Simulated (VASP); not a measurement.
# Cd2CuB2 (I4/mmm) in VASP: single point with PBE

Aim: the single point of Cd2CuB2 with PBE.

Program: VASP 6.6.1. These are calculated values, not measurements. Logs are shortened: lines on timing, memory, paths and dates and some standing lists are left out, and cuts for length are marked.

## 1. The cell of the first run

The structure is tetragonal, space group I4/mmm (No. 139). Conventional cell: a = 3.820 Å, b = 3.820 Å, c = 11.278 Å, α = 90.00°, β = 90.00°, γ = 90.00°. Within 4.2 Å of Cd (site symmetry 4mm) lie 8 B at 2.73 to 4.15 Å and 9 Cd at 3.21 to 3.91 Å and 5 Cu at 3.34 to 3.68 Å. Cu (site symmetry 4/mmm) has 4 B at 1.91 Å within 2.5 Å. Within 2.5 Å of B (site symmetry mmm) lie 2 Cu at 1.91 Å.

The cell was generated, and may not be a known phase.

## 2. Single point, PBE

Input file INCAR:

```
SYSTEM = Cd2CuB2
PREC = Accurate
ENCUT = 520
EDIFF = 1E-6
ISMEAR = 0
SIGMA = 0.1
LREAL = .FALSE.
LASPH = .TRUE.
NELM = 80
ALGO = Fast
ISIF = 2
LWAVE = .FALSE.
LCHARG = .FALSE.
GGA = PE
NBANDS = 28
```

Input file KPOINTS:

```
Automatic mesh
0
G
  14 14 14
  0 0 0
```

Input file POSCAR:

```
Cd2CuB2
1.0
   -1.9098446083      1.9098446083      5.6388438502
    1.9098446083     -1.9098446083      5.6388438502
    1.9098446083      1.9098446083     -5.6388438502
Cd Cu B
2 1 2
Direct
    0.6734758844      0.6734758844      0.0000000000
    0.3265241156      0.3265241156      0.0000000000
    0.0000000000      0.0000000000      0.0000000000
    0.5000000000      0.0000000000      0.5000000000
    0.0000000000      0.5000000000      0.5000000000
```

Potentials or basis: VASP PAW PBE potentials, release 64 (Cd, Cu, B).

Launch:

```sh
cat potpaw_PBE.64/Cd/POTCAR potpaw_PBE.64/Cu/POTCAR potpaw_PBE.64/B/POTCAR > POTCAR
mpirun -np 1 vasp_std > vasp.out
```

OUTCAR:

```text
SYSTEM = Cd2CuB2
   PREC = Accurate
   ENCUT = 520
   EDIFF = 1E-6
   ISMEAR = 0
   LREAL = .FALSE.
   LASPH = .TRUE.
   NELM = 80
   ISIF = 2
   GGA = PE

 ion  position               nearest neighbor table
   1  0.673  0.673  0.000-   4 2.73   5 2.73   4 2.73   5 2.73   2 3.21   2 3.21   2 3.21   2 3.21

   2  0.327  0.327  0.000-   5 2.73   4 2.73   4 2.73   5 2.73   1 3.21   1 3.21   1 3.21   1 3.21

   3  0.000  0.000  0.000-   4 1.91   5 1.91   5 1.91   4 1.91
   4  0.500  0.000  0.500-   3 1.91   3 1.91   1 2.73   1 2.73   2 2.73   2 2.73
   5  0.000  0.500  0.500-   3 1.91   3 1.91   1 2.73   1 2.73   2 2.73   2 2.73

  LATTYP: Found a body centered tetragonal cell.
 ALAT       =     3.8196892166
 C/A-ratio  =     2.9525144746

  Lattice vectors:

 A1 = (  -1.9098446083,   1.9098446083,   5.6388438502)
 A2 = (   1.9098446083,  -1.9098446083,   5.6388438502)
 A3 = (   1.9098446083,   1.9098446083,  -5.6388438502)

Analysis of symmetry for initial positions (statically):
=====================================================================
 Subroutine PRICEL returns:
 Original cell was already a primitive cell.

 Routine SETGRP: Setting up the symmetry group for a
 body centered tetragonal supercell.

 Subroutine GETGRP returns: Found 16 space group operations
 (whereof 16 operations were pure point group operations)
 out of a pool of 16 trial point group operations.

The static configuration has the point symmetry D_4h.

Analysis of symmetry for dynamics (positions and initial velocities):
=====================================================================
 Subroutine PRICEL returns:
 Original cell was already a primitive cell.

 Routine SETGRP: Setting up the symmetry group for a
 body centered tetragonal supercell.

 Subroutine GETGRP returns: Found 16 space group operations
 (whereof 16 operations were pure point group operations)
 out of a pool of 16 trial point group operations.

The dynamic configuration has the point symmetry D_4h.

 Subroutine INISYM returns: Found 16 space group operations
 (whereof 16 operations are pure point group operations),
 and found     1 'primitive' translations

----------------------------------------------------------------------------------------

                                     Primitive cell

  volume of cell :      82.2709

  direct lattice vectors                    reciprocal lattice vectors
    -1.909844608  1.909844608  5.638843850     0.000000000  0.261801404  0.088670659
     1.909844608 -1.909844608  5.638843850     0.261801404  0.000000000  0.088670659
     1.909844608  1.909844608 -5.638843850     0.261801404  0.261801404  0.000000000

  length of vectors
     6.252325393  6.252325393  6.252325393     0.276409951  0.276409951  0.370243096

  position of ions in fractional coordinates (direct lattice)
     0.673475884  0.673475884  0.000000000
     0.326524116  0.326524116  0.000000000
     0.000000000  0.000000000  0.000000000
     0.500000000  0.000000000  0.500000000
     0.000000000  0.500000000  0.500000000

  ion indices of the primitive-cell ions
   primitive index   ion index
                 1           1
                 2           2
                 3           3
                 4           4
                 5           5

----------------------------------------------------------------------------------------

 KPOINTS: Automatic mesh

Automatic generation of k-mesh.
 Grid dimensions read from file:
 generate k-points for:   14   14   14

 Generating k-lattice:

  Cartesian coordinates                     Fractional coordinates (reciprocal lattice)
     0.000000000  0.018700100  0.006333618     0.071428571  0.000000000  0.000000000
     0.018700100  0.000000000  0.006333618     0.000000000  0.071428571  0.000000000
     0.018700100  0.018700100  0.000000000     0.000000000  0.000000000  0.071428571

  Length of vectors
     0.019743568  0.019743568  0.026445935

  Shift w.r.t. Gamma in fractional coordinates (k-lattice)
     0.000000000  0.000000000  0.000000000

 Subroutine IBZKPT returns following result:
 ===========================================

 Found    244 irreducible k-points:

 Following reciprocal coordinates:
            Coordinates               Weight
  0.000000  0.000000  0.000000      1.000000
  0.071429 -0.000000  0.000000      8.000000
  0.142857  0.000000 -0.000000      8.000000
  0.214286 -0.000000  0.000000      8.000000
  0.285714 -0.000000  0.000000      8.000000
  0.357143 -0.000000  0.000000      8.000000
[... 16 lines left out ...]
  0.214286  0.142857  0.000000     16.000000
  0.285714  0.142857  0.000000     16.000000
 [... further k-points ...]
   k-points           NKPTS =    244   k-points in BZ     NKDIM =    244   number of bands    NBANDS=     28
   number of dos      NEDOS =    301   number of ions     NIONS =      5
   total plane-waves  NPLWV = 110592
   dimension x,y,z NGX =    48 NGY =   48 NGZ =   48
   dimension x,y,z NGXF=    96 NGYF=   96 NGZF=   96
   ions per type =               2   1   2
   NGX,Y,Z   is equivalent  to a cutoff of  12.76, 12.76, 12.76 a.u.
   NGXF,Y,Z  is equivalent  to a cutoff of  25.53, 25.53, 25.53 a.u.
 SYSTEM =  Cd2CuB2
   PREC   = accura    normal or accurate (medium, high low for compatibility)
   ISTART =      0    job   : 0-new  1-cont  2-samecut
   ICHARG =      2    charge: 1-file 2-atom 10-const
   ISPIN  =      1    spin polarized calculation?
   LNONCOLLINEAR =      F non collinear calculations
   LSORBIT =      F    spin-orbit coupling
   LASPH  =      T    aspherical Exc in radial PAW
   ENCUT  =  520.0 eV  38.22 Ry    6.18 a.u.  11.63 11.63 11.63*2*pi/ulx,y,z
   NELM   =     80;   NELMIN=  2; NELMDL= -5     # of ELM steps
   EDIFF  = 0.1E-05   stopping-criterion for ELM
   LREAL  =      F    real-space projection
   EDIFFG = 0.1E-04   stopping-criterion for IOM
   NSW    =      0    number of steps for IOM
   IBRION =     -1    ionic relax: 0-MD 1-quasi-New 2-CG
   NFREE  =      0    steps in history (QN), initial steepest desc. (CG)
   ISIF   =      2    stress and relaxation
   ISYM   =      2    0-nonsym 1-usesym 2-fastsym
   POTIM  = 0.5000    time-step for ionic-motion
   TEBEG  =    0.0;   TEEND  =   0.0 temperature during run
   PSTRESS=    0.0 pullay stress
   NELECT =      41.0000    total number of electrons
   NUPDOWN=      -1.0000    fix difference up-down
   EMIN   =  10.00;   EMAX   =-10.00  energy-range for DOS
   EFERMI =   0.00;   METHOD = LEGACY
   ISMEAR =     0;   SIGMA  =   0.10  broadening in eV -4-tet -1-fermi 0-gaus
   EFERMI_NEDOS =   21; number of points for ismear=-14 and -15
   IALGO  =     68    algorithm
   IMIX   =      4    mixing-type and parameters
     AMIX     =   0.40;   BMIX     =  1.00
     AMIX_MAG =   1.60;   BMIX_MAG =  1.00
  volume/ion in A,a.u.               =      16.45       111.04
  Fermi-wavevector in a.u.,A,eV,Ry     =   1.297938  2.452748 22.920974  1.684644
  Thomas-Fermi vector in A             =   2.429299
   LORBIT       =      0    0 simple, 1 ext, 2 COOP (PROOUT), +10 PAW based schemes
   GGA     = PE    functional components
   LHFCALC =     F    Hartree Fock is set to
   AEXX    =    0.0000 exact exchange contribution
   IVDW    =     0    specifies the selected vdW correction
   LEPSILON=     F    determine dielectric tensor
   LRPA    =     F    only Hartree local field effects (RPA)
 non-spin polarized calculation
 RMM-DIIS sequential band-by-band and
 Gauss-broadening in eV      SIGMA  =   0.10
  energy-cutoff  :      520.00
  volume of cell :       82.27
 maximum number of plane-waves:      2238
   NGX = 23   NGY = 23   NGZ = 23

 number of electron      41.0000001 magnetization

 Free energy of the ion-electron system (eV)
  ---------------------------------------------------
  ext. energy  EPLUGINS =         0.00000000
  ---------------------------------------------------
  free energy    TOTEN  =       -14.05621811 eV

  energy without entropy =      -14.04968987  energy(sigma->0) =      -14.05295399

 E-fermi :   3.2180     XC(G=0): -10.6455

 val. band max:        3.2050460219   @ k =   0.2143   0.1429   0.0714
 cond. band min:       3.2212737365   @ k =  -0.3571   0.4286   0.2143
 fundamental gap:      0.0162277146
 Fermi energy:         3.2179577790

 k-point     1 :       0.0000    0.0000    0.0000
  band No.  band energies     occupation
      1      -7.4810      2.00000
      2      -5.7168      2.00000
      3      -5.5156      2.00000
      4      -5.4369      2.00000
      5      -5.4369      2.00000
      6      -5.4234      2.00000
[... 20 lines left out ...]
     27       7.5795      0.00000
     28       8.8158      0.00000

 k-point     2 :       0.0714   -0.0000    0.0000
  band No.  band energies     occupation
      1      -7.4357      2.00000
      2      -5.7078      2.00000
      3      -5.5216      2.00000
      4      -5.4457      2.00000
      5      -5.4384      2.00000
      6      -5.4307      2.00000
[... 20 lines left out ...]
     27       7.6608      0.00000
     28       9.4961      0.00000

 k-point     3 :       0.1429    0.0000   -0.0000
  band No.  band energies     occupation
      1      -7.3028      2.00000
      2      -5.6864      2.00000
      3      -5.5388      2.00000
      4      -5.4844      2.00000
      5      -5.4629      2.00000
      6      -5.4527      2.00000
[... 20 lines left out ...]
     27       8.1582      0.00000
     28      10.2983      0.00000

 k-point     4 :       0.2143   -0.0000    0.0000
  band No.  band energies     occupation
      1      -7.0931      2.00000
      2      -5.6669      2.00000
      3      -5.5873      2.00000
      4      -5.5258      2.00000
      5      -5.4802      2.00000
      6      -5.4730      2.00000
[... 20 lines left out ...]
     27       8.9167      0.00000
     28      10.3870      0.00000

 k-point     5 :       0.2857   -0.0000    0.0000
  band No.  band energies     occupation
      1      -6.8302      2.00000
      2      -5.6629      2.00000
      3      -5.6485      2.00000
      4      -5.5599      2.00000
      5      -5.4981      2.00000
      6      -5.4564      2.00000
[... 20 lines left out ...]
     27       9.5687      0.00000
     28      10.0427      0.00000

 k-point     6 :       0.3571   -0.0000    0.0000
  band No.  band energies     occupation
      1      -6.5626      2.00000
      2      -5.7103      2.00000
      3      -5.6427      2.00000
      4      -5.5831      2.00000
      5      -5.5237      2.00000
      6      -5.4264      2.00000
[... 463 lines left out ...]
      5      -5.4431      2.00000
      6      -5.4244      2.00000
[... 20 lines left out ...]
     27       7.8062      0.00000
     28       9.9616      0.00000

 k-point    22 :       0.1429    0.1429    0.0000
  band No.  band energies     occupation
      1      -7.1185      2.00000
      2      -5.6514      2.00000
      3      -5.5558      2.00000
      4      -5.5386      2.00000
      5      -5.5039      2.00000
      6      -5.4058      2.00000
[... 20 lines left out ...]
     27       8.6507      0.00000
     28      10.4238      0.00000

 k-point    23 :       0.2143    0.1429    0.0000
  band No.  band energies     occupation
      1      -6.9184      2.00000
      2      -5.6206      2.00000
      3      -5.5980      2.00000
      4      -5.5471      2.00000
      5      -5.5218      2.00000
      6      -5.4132      2.00000
[... 20 lines left out ...]
     27       9.1503      0.00000
     28      10.2127      0.00000

 k-point    24 :       0.2857    0.1429    0.0000
  band No.  band energies     occupation
      1      -6.6782      2.00000
      2      -5.6608      2.00000
      3      -5.5964      2.00000
      4      -5.5479      2.00000
      5      -5.5207      2.00000
      6      -5.4228      2.00000
[... 20 lines left out ...]
     27       9.4466      0.00000
     28       9.9942      0.00000

 [... further k-points ...]

------------------------ aborting loop because EDIFF is reached ----------------------------------------

  FORCE on cell =-STRESS in cart. coord.  units (eV):
  Direction    XX          YY          ZZ          XY          YZ          ZX
  --------------------------------------------------------------------------------------
  -------------------------------------------------------------------------------------
  Total        0.1508888      0.1508888      0.0336242      0.0000000      0.0000000      0.0000000
  in kB        2.9384706      2.9384706      0.6548114      0.0000000      0.0000000      0.0000000
  external PRESSURE =       2.1772509 kB  Pullay stress =       0.0000000 kB

 VOLUME and BASIS-vectors are now :
 -----------------------------------------------------------------------------
  energy-cutoff  :      520.00
  volume of cell :       82.27
      direct lattice vectors                 reciprocal lattice vectors
    -1.909844608  1.909844608  5.638843850     0.000000000  0.261801404  0.088670659
     1.909844608 -1.909844608  5.638843850     0.261801404  0.000000000  0.088670659
     1.909844608  1.909844608 -5.638843850     0.261801404  0.261801404  0.000000000

 POSITION                                       TOTAL-FORCE (eV/Angst)
 -----------------------------------------------------------------------------------
      0.00000      0.00000      7.59525        -0.000000     -0.000000      0.000124
      0.00000      0.00000      3.68244        -0.000000     -0.000000     -0.000124
      0.00000      0.00000      0.00000         0.000000      0.000000     -0.000000
      0.00000      1.90984      0.00000         0.000000      0.000000     -0.000000
      1.90984      0.00000      0.00000         0.000000      0.000000     -0.000000
 -----------------------------------------------------------------------------------
    total drift:                                0.000000      0.000000     -0.000000

  FREE ENERGIE OF THE ION-ELECTRON SYSTEM (eV)
  ---------------------------------------------------
  free  energy   TOTEN  =       -14.0562181063 eV

  energy  without entropy=      -14.0496898733  energy(sigma->0) =      -14.05295399
```

Wall time 35 min (1 thread of Intel Xeon Platinum 8259CL at 2.50GHz (Skylake/Cascade Lake), shared host); peak memory 0.74 GiB.

What came out:

```yaml
Free_energy: -14.0562 eV
Pressure: 0.2 GPa
Band_gap_on_the_k_mesh: zero (an odd number of electrons rules out a gap without spin polarisation)
```

Stress tensor (GPa, compression positive):
```
0.29 0.00 0.00
0.00 0.29 0.00
0.00 0.00 0.07
```

Levels at points of the mesh, in eV from the Fermi level:
| k point | band 16 | band 17 | band 18 | band 19 | band 20 | band 21 | band 22 | band 23 | band 24 | band 25 |
| --- | --- | --- | --- | --- | --- | --- | --- | --- | --- | --- |
| (0.00, 0.00, 0.00) | -4.15 | -4.15 | -2.95 | -2.18 | -2.18 | 0.42 | 2.29 | 3.89 | 3.89 | 4.14 |
| (0.50, 0.00, 0.00) | -4.10 | -3.98 | -3.22 | -2.29 | -0.73 | 0.50 | 1.12 | 1.65 | 1.76 | 2.99 |
| (0.50, 0.50, 0.00) | -4.76 | -4.55 | -3.39 | -2.51 | -0.98 | -0.61 | 0.78 | 1.46 | 1.63 | 3.03 |
| (0.50, 0.50, 0.50) | -4.12 | -3.96 | -2.40 | -2.40 | -0.22 | 0.42 | 2.32 | 2.46 | 3.75 | 3.75 |
